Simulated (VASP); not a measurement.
**Mn: density of states with PBE**

Mn:

```xyz
1
Lattice="1.8035 0.0000 0.0000 -0.9017 1.5619 0.0000 0.0000 0.0000 1.6171" Properties=species:S:1:pos:R:3 pbc="T T T"
Mn    0.0000    0.0000    0.0000
```

This cell differs from its parent crystal: volume scaled by 0.4.

```json
{
  "Program": "VASP 6.6.1",
  "Task": "density of states",
  "Functional": "PBE",
  "Potentials or basis": "VASP PAW PBE potentials, release 64 (Mn_pv)",
  "Cutoff": "520 eV",
  "k mesh": "18 × 18 × 17",
  "Occupations": "fermi-dirac, width 0.08 eV",
  "Spin": "collinear spin, ferromagnetic start",
  "Starting moments": "[3.0] μB",
  "Dipole correction": "no",
  "k mesh for the DOS": "27 × 27 × 26",
  "Occupations for the DOS": "tetrahedron",
  "Further INCAR settings": "ALGO = Normal; EDIFF = 1e-06"
}
```

| Quantity | Value |
| --- | --- |
| Net moment | 0.00 μB per cell |

Levels at points of the mesh, in eV from the Fermi level:
Spin up:
| k point | band 4 | band 5 | band 6 | band 7 | band 8 | band 9 |
| --- | --- | --- | --- | --- | --- | --- |
| (0.00, 0.00, 0.00) | -11.65 | -9.19 | -5.16 | -5.16 | 5.77 | 5.77 |
| (0.00, 0.00, 0.50) | -6.02 | -2.70 | -2.70 | -1.98 | -1.98 | 1.21 |
Spin down:
```csv
k point,band 3,band 4,band 5,band 6,band 7,band 8,band 9,band 10
"(0.00, 0.00, 0.00)",-45.93,-11.65,-9.19,-5.16,-5.16,5.77,5.77,23.54
"(0.00, 0.00, 0.50)",-45.99,-6.02,-2.70,-2.70,-1.98,-1.98,1.21,24.62
```

Wall time 50 s on 1 thread of Intel(R) Xeon(R) 6975P-C (Granite Rapids), with other jobs on the host, peak memory 0.28 GiB.

Caveat: the starting moments collapsed, and a magnetic state may lie lower.
